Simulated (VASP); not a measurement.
# Y (R-3m) in VASP: notebook

Runs on Y. Level: PBE. Tasks: single point.

Everything below comes from runs of VASP 6.6.1. Logs are shortened: lines on timing, memory, paths and dates and some standing lists are left out, and cuts for length are marked.

## 1. The cell of the first run

It takes space group R-3m (No. 166, trigonal). The conventional cell has a = 4.883 Å, b = 4.883 Å, c = 11.962 Å, α = 90.00°, β = 90.00°, γ = 120.00°. Within 3.3 Å of Y (site symmetry 3m) lie 4 Y at 2.45 to 3.21 Å.

## 2. Single point, PBE (shortest bond scaled by 0.82)

The input, INCAR:

```
SYSTEM = Y
PREC = Accurate ; ENCUT = 520
EDIFF = 1E-6 ; ISMEAR = -1
SIGMA = 0.05 ; LREAL = .FALSE.
LASPH = .TRUE. ; NELM = 100
ALGO = Normal ; ISIF = 2
LWAVE = .FALSE. ; LCHARG = .FALSE.
GGA = PE ; NBANDS = 18
```

The input, KPOINTS:

```
Automatic mesh
0
G
  8 8 8
  0 0 0
```

The input, POSCAR:

```
Y
1.0
    0.0000000000      3.4531162769      3.4531162769
    3.4531162769      0.0000000000      3.4531162769
    3.4531162769      3.4531162769      0.0000000000
Y
2
Direct
   -0.1925000000     -0.1025000000     -0.1025000000
    0.1925000000      0.1025000000      0.1025000000
```

Potentials or basis: VASP PAW PBE potentials, release 64 (Y_sv).

Run with:

```bash
$ cat potpaw_PBE.64/Y_sv/POTCAR > POTCAR
$ mpirun -np 1 vasp_std > vasp.out
```

OUTCAR:

```text
SYSTEM = Y
   PREC = Accurate
   ENCUT = 520
   EDIFF = 1E-6
   ISMEAR = -1
   LREAL = .FALSE.
   LASPH = .TRUE.
   NELM = 100
   ISIF = 2
   GGA = PE

 ion  position               nearest neighbor table
   1  0.807  0.898  0.898-   2 2.45   2 3.21   2 3.21   2 3.21
   2  0.193  0.102  0.102-   1 2.45   1 3.21   1 3.21   1 3.21

  LATTYP: Found a face centered cubic cell.
 ALAT       =     6.9062325538

  Lattice vectors:

 A1 = (   0.0000000000,   3.4531162769,   3.4531162769)
 A2 = (   3.4531162769,   0.0000000000,   3.4531162769)
 A3 = (   3.4531162769,   3.4531162769,   0.0000000000)

Analysis of symmetry for initial positions (statically):
=====================================================================
 Subroutine PRICEL returns:
 Original cell was already a primitive cell.

 Routine SETGRP: Setting up the symmetry group for a
 face centered cubic supercell.

 Subroutine GETGRP returns: Found 12 space group operations
 (whereof  4 operations were pure point group operations)
 out of a pool of 48 trial point group operations.

The static configuration has the point symmetry C_2h.
 The point group associated with its full space group is D_3d.

Analysis of symmetry for dynamics (positions and initial velocities):
=====================================================================
 Subroutine PRICEL returns:
 Original cell was already a primitive cell.

 Routine SETGRP: Setting up the symmetry group for a
 face centered cubic supercell.

 Subroutine GETGRP returns: Found 12 space group operations
 (whereof  4 operations were pure point group operations)
 out of a pool of 48 trial point group operations.

The dynamic configuration has the point symmetry C_2h.
 The point group associated with its full space group is D_3d.

 Subroutine INISYM returns: Found 12 space group operations
 (whereof  4 operations are pure point group operations),
 and found     1 'primitive' translations

----------------------------------------------------------------------------------------

                                     Primitive cell

  volume of cell :      82.3500

  direct lattice vectors                    reciprocal lattice vectors
     0.000000000  3.453116277  3.453116277    -0.144796746  0.144796746  0.144796746
     3.453116277  0.000000000  3.453116277     0.144796746 -0.144796746  0.144796746
     3.453116277  3.453116277  0.000000000     0.144796746  0.144796746 -0.144796746

  length of vectors
     4.883443871  4.883443871  4.883443871     0.250795321  0.250795321  0.250795321

  position of ions in fractional coordinates (direct lattice)
     0.807500000  0.897500000  0.897500000
     0.192500000  0.102500000  0.102500000

  ion indices of the primitive-cell ions
   primitive index   ion index
                 1           1
                 2           2

----------------------------------------------------------------------------------------

 KPOINTS: Automatic mesh

Automatic generation of k-mesh.
 Grid dimensions read from file:
 generate k-points for:    8    8    8

 Generating k-lattice:

  Cartesian coordinates                     Fractional coordinates (reciprocal lattice)
    -0.018099593  0.018099593  0.018099593     0.125000000  0.000000000  0.000000000
     0.018099593 -0.018099593  0.018099593     0.000000000  0.125000000  0.000000000
     0.018099593  0.018099593 -0.018099593     0.000000000  0.000000000  0.125000000

  Length of vectors
     0.031349415  0.031349415  0.031349415

  Shift w.r.t. Gamma in fractional coordinates (k-lattice)
     0.000000000  0.000000000  0.000000000

 Subroutine IBZKPT returns following result:
 ===========================================

 Found     65 irreducible k-points:

 Following reciprocal coordinates:
            Coordinates               Weight
  0.000000  0.000000  0.000000      1.000000
  0.125000  0.000000  0.000000      2.000000
  0.000000  0.125000  0.000000      6.000000
  0.250000  0.000000  0.000000      2.000000
  0.000000  0.250000  0.000000      6.000000
  0.375000  0.000000  0.000000      2.000000
[... 16 lines left out ...]
 -0.250000  0.125000  0.000000      6.000000
  0.000000 -0.250000  0.125000     12.000000
 [... further k-points ...]
   k-points           NKPTS =     65   k-points in BZ     NKDIM =     65   number of bands    NBANDS=     18
   number of dos      NEDOS =    301   number of ions     NIONS =      2
   total plane-waves  NPLWV =  46656
   dimension x,y,z NGX =    36 NGY =   36 NGZ =   36
   dimension x,y,z NGXF=    72 NGYF=   72 NGZF=   72
   ions per type =               2
   NGX,Y,Z   is equivalent  to a cutoff of  12.26, 12.26, 12.26 a.u.
   NGXF,Y,Z  is equivalent  to a cutoff of  24.51, 24.51, 24.51 a.u.
 SYSTEM =  Y
   PREC   = accura    normal or accurate (medium, high low for compatibility)
   ISTART =      0    job   : 0-new  1-cont  2-samecut
   ICHARG =      2    charge: 1-file 2-atom 10-const
   ISPIN  =      1    spin polarized calculation?
   LNONCOLLINEAR =      F non collinear calculations
   LSORBIT =      F    spin-orbit coupling
   LASPH  =      T    aspherical Exc in radial PAW
   ENCUT  =  520.0 eV  38.22 Ry    6.18 a.u.   9.08  9.08  9.08*2*pi/ulx,y,z
   NELM   =    100;   NELMIN=  2; NELMDL= -5     # of ELM steps
   EDIFF  = 0.1E-05   stopping-criterion for ELM
   LREAL  =      F    real-space projection
   EDIFFG = 0.1E-04   stopping-criterion for IOM
   NSW    =      0    number of steps for IOM
   IBRION =     -1    ionic relax: 0-MD 1-quasi-New 2-CG
   NFREE  =      0    steps in history (QN), initial steepest desc. (CG)
   ISIF   =      2    stress and relaxation
   ISYM   =      2    0-nonsym 1-usesym 2-fastsym
   POTIM  = 0.5000    time-step for ionic-motion
   TEBEG  =    0.0;   TEEND  =   0.0 temperature during run
   PSTRESS=    0.0 pullay stress
   NELECT =      22.0000    total number of electrons
   NUPDOWN=      -1.0000    fix difference up-down
   EMIN   =  10.00;   EMAX   =-10.00  energy-range for DOS
   EFERMI =   0.00;   METHOD = LEGACY
   ISMEAR =    -1;   SIGMA  =   0.05  broadening in eV -4-tet -1-fermi 0-gaus
   EFERMI_NEDOS =   21; number of points for ismear=-14 and -15
   IALGO  =     38    algorithm
   IMIX   =      4    mixing-type and parameters
     AMIX     =   0.40;   BMIX     =  1.00
     AMIX_MAG =   1.60;   BMIX_MAG =  1.00
  volume/ion in A,a.u.               =      41.17       277.86
  Fermi-wavevector in a.u.,A,eV,Ry     =   1.054374  1.992477 15.125647  1.111704
  Thomas-Fermi vector in A             =   2.189531
   LORBIT       =      0    0 simple, 1 ext, 2 COOP (PROOUT), +10 PAW based schemes
   GGA     = PE    functional components
   LHFCALC =     F    Hartree Fock is set to
   AEXX    =    0.0000 exact exchange contribution
   IVDW    =     0    specifies the selected vdW correction
   LEPSILON=     F    determine dielectric tensor
   LRPA    =     F    only Hartree local field effects (RPA)
 non-spin polarized calculation
  energy-cutoff  :      520.00
  volume of cell :       82.35
 maximum number of plane-waves:      2252
   NGX = 19   NGY = 19   NGZ = 19

 number of electron      22.0000000 magnetization

 Free energy of the ion-electron system (eV)
  ---------------------------------------------------
  ext. energy  EPLUGINS =         0.00000000
  ---------------------------------------------------
  free energy    TOTEN  =        -8.45387291 eV

  energy without entropy =       -8.40066362  energy(sigma->0) =       -8.42726827

 E-fermi :   1.4254     XC(G=0):  -8.3192

 val. band max:        1.4232870538   @ k =   0.0000   0.5000   0.3750
 cond. band min:       1.4255280157   @ k =   0.2500   0.2500   0.0000
 fundamental gap:      0.0022409619
 Fermi energy:         1.4254379106

 k-point     1 :       0.0000    0.0000    0.0000
  band No.  band energies     occupation
      1     -41.6380      2.00000
      2     -40.9561      2.00000
      3     -22.8831      2.00000
      4     -21.3412      2.00000
      5     -21.3412      2.00000
      6     -21.2747      2.00000
[... 10 lines left out ...]
     17       4.0706      0.00000
     18       6.5367      0.00000

 k-point     2 :       0.1250    0.0000    0.0000
  band No.  band energies     occupation
      1     -41.6244      2.00000
      2     -40.9714      2.00000
      3     -22.8600      2.00000
      4     -21.4602      2.00000
      5     -21.4602      2.00000
      6     -21.1521      2.00000
[... 10 lines left out ...]
     17       3.9046      0.00000
     18       6.8345      0.00000

 k-point     3 :       0.0000    0.1250    0.0000
  band No.  band energies     occupation
      1     -41.6328      2.00000
      2     -40.9618      2.00000
      3     -22.8776      2.00000
      4     -21.4349      2.00000
      5     -21.3395      2.00000
      6     -21.2774      2.00000
[... 10 lines left out ...]
     17       4.0663      0.00000
     18       6.4663      0.00000

 k-point     4 :       0.2500    0.0000    0.0000
  band No.  band energies     occupation
      1     -41.5887      2.00000
      2     -41.0112      2.00000
      3     -22.8024      2.00000
      4     -21.5818      2.00000
      5     -21.5818      2.00000
      6     -21.0218      2.00000
[... 375 lines left out ...]
      4     -21.6536      2.00000
      5     -21.4605      2.00000
      6     -21.1579      2.00000
[... 10 lines left out ...]
     17       5.0404      0.00000
     18       5.1990      0.00000

 k-point    23 :      -0.2500    0.1250    0.0000
  band No.  band energies     occupation
      1     -41.5749      2.00000
      2     -41.0263      2.00000
      3     -22.7850      2.00000
      4     -21.6457      2.00000
      5     -21.5752      2.00000
      6     -21.0298      2.00000
[... 10 lines left out ...]
     17       3.8931      0.00000
     18       7.0944      0.00000

 k-point    24 :       0.0000   -0.2500    0.1250
  band No.  band energies     occupation
      1     -41.6140      2.00000
      2     -40.9822      2.00000
      3     -22.8601      2.00000
      4     -21.5492      2.00000
      5     -21.4153      2.00000
      6     -21.2075      2.00000
[... 10 lines left out ...]
     17       4.4956      0.00000
     18       5.6190      0.00000

 [... further k-points ...]

------------------------ aborting loop because EDIFF is reached ----------------------------------------

  FORCE on cell =-STRESS in cart. coord.  units (eV):
  Direction    XX          YY          ZZ          XY          YZ          ZX
  --------------------------------------------------------------------------------------
  -------------------------------------------------------------------------------------
  Total        1.1293156      1.1293156      1.1293156     -3.0398064      3.0398064     -3.0398064
  in kB       21.9716318     21.9716318     21.9716318    -59.1415776     59.1415776    -59.1415776
  external PRESSURE =      21.9716318 kB  Pullay stress =       0.0000000 kB

 VOLUME and BASIS-vectors are now :
 -----------------------------------------------------------------------------
  energy-cutoff  :      520.00
  volume of cell :       82.35
      direct lattice vectors                 reciprocal lattice vectors
     0.000000000  3.453116277  3.453116277    -0.144796746  0.144796746  0.144796746
     3.453116277  0.000000000  3.453116277     0.144796746 -0.144796746  0.144796746
     3.453116277  3.453116277  0.000000000     0.144796746  0.144796746 -0.144796746

 POSITION                                       TOTAL-FORCE (eV/Angst)
 -----------------------------------------------------------------------------------
      6.19834      5.88756      5.88756        -1.211878      1.211878      1.211878
      0.70789      1.01867      1.01867         1.211878     -1.211878     -1.211878
 -----------------------------------------------------------------------------------
    total drift:                                0.000000      0.000000      0.000000

  FREE ENERGIE OF THE ION-ELECTRON SYSTEM (eV)
  ---------------------------------------------------
  free  energy   TOTEN  =        -8.4538729139 eV

  energy  without entropy=       -8.4006636185  energy(sigma->0) =       -8.42726827
```

Wall time 36 s (1 thread of Intel Xeon 6975P-C (Granite Rapids), shared host); peak memory 0.26 GiB.

What came out:

```
Free energy            : -8.4539 eV
Pressure               : 2.2 GPa
Largest force          : 2.099 eV/Å
Band gap on the k mesh : zero (bands 11 and 12 overlap by 0.62 eV)
```

Forces in eV/Å, atoms in the order of the input:
```
Y   -1.212  1.212  1.212
Y    1.212 -1.212 -1.212
```

Stress tensor (GPa, compression positive):
```
 2.20 -5.91 -5.91
-5.91  2.20  5.91
-5.91  5.91  2.20
```

Caveat: the cell differs from its parent crystal (shortest bond scaled by 0.82); forces of over 1 eV/Å act on the atoms, so gaps and moduli don't describe the material at rest.

## 3. Single point, PBE (shortest bond scaled by 0.82)

The input, INCAR:

```
ALGO = Normal
EDIFF = 1E-7
ENCUT = 520
GGA = PE
ISIF = 2
ISMEAR = -1
LASPH = T
LCHARG = F
LREAL = F
LWAVE = F
NBANDS = 18
NELM = 80
PREC = Accurate
SIGMA = 0.05
```

The input, KPOINTS:

```
k-points
0
Gamma
  8 8 8
```

POSCAR is that of step 2.

Potentials or basis: VASP PAW PBE potentials, release 64 (Y_sv).

Run with:

```bash
$ cat potpaw_PBE.64/Y_sv/POTCAR > POTCAR
$ mpirun -np 1 vasp_std > vasp.out
```

OUTCAR:

```text
EDIFF = 1E-7
   ENCUT = 520
   GGA = PE
   ISIF = 2
   ISMEAR = -1
   LASPH = T
   LREAL = F
   NELM = 80
   PREC = Accurate

 ion  position               nearest neighbor table
   1  0.807  0.898  0.898-   2 2.45   2 3.21   2 3.21   2 3.21
   2  0.193  0.102  0.102-   1 2.45   1 3.21   1 3.21   1 3.21

  LATTYP: Found a face centered cubic cell.
 ALAT       =     6.9062325538

  Lattice vectors:

 A1 = (   0.0000000000,   3.4531162769,   3.4531162769)
 A2 = (   3.4531162769,   0.0000000000,   3.4531162769)
 A3 = (   3.4531162769,   3.4531162769,   0.0000000000)

Analysis of symmetry for initial positions (statically):
=====================================================================
 Subroutine PRICEL returns:
 Original cell was already a primitive cell.

 Routine SETGRP: Setting up the symmetry group for a
 face centered cubic supercell.

 Subroutine GETGRP returns: Found 12 space group operations
 (whereof  4 operations were pure point group operations)
 out of a pool of 48 trial point group operations.
[... 160 lines left out ...]
  free energy    TOTEN  =        -8.45387278 eV

  energy without entropy =       -8.40066061  energy(sigma->0) =       -8.42726670

 E-fermi :   1.4253     XC(G=0):  -8.3192

 val. band max:        1.4231395962   @ k =   0.0000   0.5000   0.3750
 cond. band min:       1.4253845020   @ k =   0.2500   0.2500   0.0000
 fundamental gap:      0.0022449058
 Fermi energy:         1.4253262959

 k-point     1 :       0.0000    0.0000    0.0000
  band No.  band energies     occupation
      1     -41.6381      2.00000
      2     -40.9563      2.00000
      3     -22.8835      2.00000
      4     -21.3412      2.00000
      5     -21.3412      2.00000
      6     -21.2748      2.00000
[... 481 lines left out ...]
      5     -21.4154      2.00000
      6     -21.2076      2.00000
[... 10 lines left out ...]
     17       4.4955      0.00000
     18       5.6189      0.00000

 [... further k-points ...]

------------------------ aborting loop because EDIFF is reached ----------------------------------------

  FORCE on cell =-STRESS in cart. coord.  units (eV):
  Direction    XX          YY          ZZ          XY          YZ          ZX
  --------------------------------------------------------------------------------------
  -------------------------------------------------------------------------------------
  Total        1.1307336      1.1307336      1.1307336     -3.0386419      3.0386419     -3.0386419
  in kB       21.9992200     21.9992200     21.9992200    -59.1189207     59.1189207    -59.1189207
  external PRESSURE =      21.9992200 kB  Pullay stress =       0.0000000 kB

 VOLUME and BASIS-vectors are now :
 -----------------------------------------------------------------------------
  energy-cutoff  :      520.00
  volume of cell :       82.35
      direct lattice vectors                 reciprocal lattice vectors
     0.000000000  3.453116277  3.453116277    -0.144796746  0.144796746  0.144796746
     3.453116277  0.000000000  3.453116277     0.144796746 -0.144796746  0.144796746
     3.453116277  3.453116277  0.000000000     0.144796746  0.144796746 -0.144796746

 POSITION                                       TOTAL-FORCE (eV/Angst)
 -----------------------------------------------------------------------------------
      6.19834      5.88756      5.88756        -1.211419      1.211419      1.211419
      0.70789      1.01867      1.01867         1.211419     -1.211419     -1.211419
 -----------------------------------------------------------------------------------
    total drift:                                0.000000      0.000000      0.000000

  FREE ENERGIE OF THE ION-ELECTRON SYSTEM (eV)
  ---------------------------------------------------
  free  energy   TOTEN  =        -8.4538727821 eV

  energy  without entropy=       -8.4006606122  energy(sigma->0) =       -8.42726670
```

Wall time 35 s (1 thread of Intel Xeon 6975P-C (Granite Rapids), shared host); peak memory 0.26 GiB.

Results:

```yaml
Free_energy: -8.4539 eV
Pressure: 2.2 GPa
Largest_force: 2.098 eV/Å
Band_gap_on_the_k_mesh: zero (bands 11 and 12 overlap by 0.62 eV)
```

Forces in eV/Å, atoms in the order of the input:
```
Y   -1.211  1.211  1.211
Y    1.211 -1.211 -1.211
```

Levels at points of the mesh, in eV from the Fermi level:
```csv
k point,band 7,band 8,band 9,band 10,band 11,band 12,band 13,band 14,band 15,band 16
"(0.00, 0.00, 0.00)",-22.70,-21.47,-3.42,0.17,0.17,0.61,0.61,1.82,2.19,2.65
"(0.50, 0.00, 0.00)",-22.33,-21.65,-1.44,-1.17,-0.17,-0.17,0.29,0.29,1.86,3.34
"(0.00, 0.50, 0.00)",-22.40,-21.51,-1.41,-0.43,-0.25,0.27,1.16,1.25,1.33,2.86
"(0.50, 0.50, 0.00)",-22.28,-21.56,-1.04,-0.72,-0.03,0.28,0.34,1.24,2.60,2.69
```

Caveat: the cell differs from its parent crystal (shortest bond scaled by 0.82); forces of over 1 eV/Å act on the atoms, so gaps and moduli don't describe the material at rest.

## 4. Single point, PBE (shortest bond scaled by 0.76)

The input, INCAR:

```
SYSTEM = Y
PREC     = Accurate       ! precision mode
ENCUT    = 520            ! plane-wave cutoff, eV
EDIFF    = 1E-6           ! SCF threshold, eV
ISMEAR   = -1             ! smearing method
SIGMA    = 0.05           ! smearing width, eV
LREAL    = .FALSE.        ! projectors in reciprocal space
LASPH    = .TRUE.         ! aspherical terms in the spheres
NELM     = 100            ! most SCF steps
ALGO     = Normal         ! electronic algorithm
ISIF     = 2              ! what is computed and relaxed
LWAVE    = .FALSE.        ! write WAVECAR
LCHARG   = .FALSE.        ! write CHGCAR
GGA      = PE             ! functional
NBANDS   = 18             ! bands
```

The input, KPOINTS:

```
regular mesh
0
G
  8 8 8
  0 0 0
```

The input, POSCAR:

```
Y
1.0
    0.0000000000      3.4531162769      3.4531162769
    3.4531162769      0.0000000000      3.4531162769
    3.4531162769      3.4531162769      0.0000000000
Y
2
Direct
   -0.2150000000     -0.0950000000     -0.0950000000
    0.2150000000      0.0950000000      0.0950000000
```

Run with:

```bash
$ cat potpaw_PBE.64/Y_sv/POTCAR > POTCAR
$ mpirun -np 1 vasp_std > vasp.out
```

It took 37 s on 1 thread of Intel Xeon 6975P-C (Granite Rapids), shared host; peak memory 0.27 GiB.

Results (log left out):

- Free energy: -7.8830 eV
- Pressure: 4.5 GPa
- Largest force: 4.772 eV/Å
- Band gap on the k mesh: zero (bands 11 and 12 overlap by 0.67 eV)

Forces on the atoms (eV/Å):
```
Y   -2.755  2.755  2.755
Y    2.755 -2.755 -2.755
```

Stress tensor (GPa, compression positive):
```
 4.50 -9.44 -9.44
-9.44  4.50  9.44
-9.44  9.44  4.50
```

Levels at points of the mesh, in eV from the Fermi level:
| k point | band 8 | band 9 | band 10 | band 11 | band 12 | band 13 | band 14 | band 15 |
| --- | --- | --- | --- | --- | --- | --- | --- | --- |
| (0.00, 0.00, 0.00) | -20.55 | -3.27 | 0.27 | 0.27 | 0.77 | 0.77 | 2.31 | 2.58 |
| (0.50, 0.00, 0.00) | -20.75 | -1.65 | -0.94 | -0.29 | -0.29 | 0.45 | 0.45 | 2.76 |
| (0.00, 0.50, 0.00) | -20.60 | -1.24 | -0.48 | -0.15 | 0.37 | 1.41 | 1.43 | 1.72 |
| (0.50, 0.50, 0.00) | -20.67 | -1.01 | -0.55 | -0.27 | 0.40 | 0.58 | 1.40 | 2.68 |

Caveat: the cell differs from its parent crystal (shortest bond scaled by 0.76); the cell stands under pressure; forces of over 1 eV/Å act on the atoms, so gaps and moduli don't describe the material at rest.

(Continued in part 2 of 2.)
